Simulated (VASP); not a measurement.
# TiSi2: single point with PBE

The system is TiSi2.

```xyz
18
Lattice="6.6633 0.2461 -0.0945 0.2461 6.4485 -0.0082 -0.0945 -0.0082 6.7433" Properties=species:S:1:pos:R:3 pbc="T T T"
Ti    2.6594    1.6279    6.0093
Ti    3.4773    5.1431    5.0662
Ti    1.5443    3.4018    3.6969
Ti    5.5095    6.1664    2.3402
Ti    0.7588    6.2922    4.7947
Ti    1.4712    4.3826   -0.0810
Si    3.4571    5.9575    0.8614
Si    4.2124    3.6290    2.8943
Si    1.7289    5.6294    2.4043
Si    5.9494    4.7555    4.6578
Si    0.5353    0.7491    0.7086
Si    1.7734    2.5024    1.2564
Si    2.7187    1.0976    3.4141
Si    5.3948    5.7158    6.5785
Si    4.2192    3.6100    0.3202
Si    4.7739    1.5549    4.3405
Si    0.0880    2.2600    5.6549
Si    4.9144    1.8189    1.6960
```

- Program: VASP 6.6.1
- Task: single point
- Functional: PBE
- Potentials or basis: VASP PAW PBE potentials, release 64 (Ti_sv, Si)
- Cutoff: 520 eV
- k mesh: 1 × 1 × 1, shifted
- Occupations: fermi-dirac, width 0.1689 eV
- Spin: no spin polarisation

```yaml
Pressure: 3.6 GPa
Largest_force: 3.651 eV/Å
Band_gap_on_the_k_mesh: 0.30 eV
```

Forces on the atoms (eV/Å):
```
Ti   0.876 -0.007 -0.907
Ti  -0.609  0.330 -1.700
Ti  -0.392  0.525 -0.446
Ti   0.980 -3.050  1.464
Ti   1.477  2.382 -0.304
Ti  -0.838  1.475 -0.118
Si  -0.769  0.828 -0.089
Si  -0.363  1.659  1.100
Si  -0.218 -0.077  0.929
Si  -0.462 -2.984 -2.053
Si  -1.278 -1.847 -0.150
Si   0.780 -0.203  2.794
Si  -1.163 -1.169 -0.554
Si   1.556  0.705  1.377
Si  -0.499 -0.387 -0.500
Si   1.577 -0.195  0.381
Si  -0.355  0.467  0.126
Si  -0.298  1.547 -1.350
```

Stress tensor (GPa, compression positive):
```
2.14 2.88 2.74
2.88 5.95 1.85
2.74 1.85 2.82
```

Levels at points of the mesh, in eV from the valence-band top:
| k point | band 58 | band 59 | band 60 | band 61 | band 62 | band 63 |
| --- | --- | --- | --- | --- | --- | --- |
| (0.25, 0.25, 0.25) | -0.17 | -0.15 | 0.00 | 0.30 | 0.51 | 0.62 |

Wall time 33 s on 1 thread of Intel(R) Xeon(R) 6975P-C (Granite Rapids) (shared host), peak memory 0.32 GiB.

Caveat: the k points lie up to 0.98 Å⁻¹ apart.
